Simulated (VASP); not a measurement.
Here is a VASP 6.6.1 calculation.

Contents of INCAR:

```
PREC = Accurate
ENCUT = 520
EDIFF = 1E-6
ISMEAR = 0
SIGMA = 0.05
LREAL = Auto
LASPH = T
NELM = 60
ALGO = Normal
ISIF = 2
LWAVE = F
LCHARG = F
GGA = PS
NBANDS = 43
```

Contents of KPOINTS:

```
Automatic mesh
0
Gamma
  6 6 6
```

File POSCAR:

```
C
1.0
    0.0000000000      3.5537981836     -3.5537981836
   -3.5537981836      0.0000000000     -3.5537981836
   -3.5537981836      3.5537981836      0.0000000000
C
15
Direct
    0.2500000000      0.7500000000      0.2500000000
    0.7500000000      0.2500000000      0.2500000000
    0.2500000000      0.2500000000      0.2500000000
    0.7500000000      0.7500000000      0.7500000000
    0.2500000000      0.7500000000      0.7500000000
    0.7500000000      0.2500000000      0.7500000000
    0.2500000000      0.2500000000      0.7500000000
    0.8750000000      0.3750000000      0.3750000000
    0.3750000000      0.3750000000      0.3750000000
    0.8125000000      0.8125000000      0.3125000000
    0.3750000000      0.8750000000      0.3750000000
    0.8750000000      0.3750000000      0.8750000000
    0.3750000000      0.3750000000      0.8750000000
    0.8750000000      0.8750000000      0.8750000000
    0.3750000000      0.8750000000      0.8750000000
```

Potentials or basis: VASP PAW PBE potentials, release 64 (C).

Launch:

```bash
$ cat potpaw_PBE.64/C/POTCAR > POTCAR
$ mpirun -np 1 vasp_std > vasp.out
```

Q: Predict the largest force.

A: 3.020 eV/Å.

Q: Estimate the band gap on the k mesh.

A: Zero (bands 30 and 31 overlap by 3.53 eV).

Q: What does it give for the pressure?

A: -12.2 GPa.

Stress tensor (GPa, compression positive):
```
-12.20  15.71 -15.71
 15.71 -12.20  15.71
-15.71  15.71 -12.20
```

Caveat: the cell differs from its parent crystal (atoms taken out, atom 10 moved 0.500 of the way to it and +0.000 Å across, host rigid); the PAW data sets were made with another functional, which shifts forces and pressure a little.
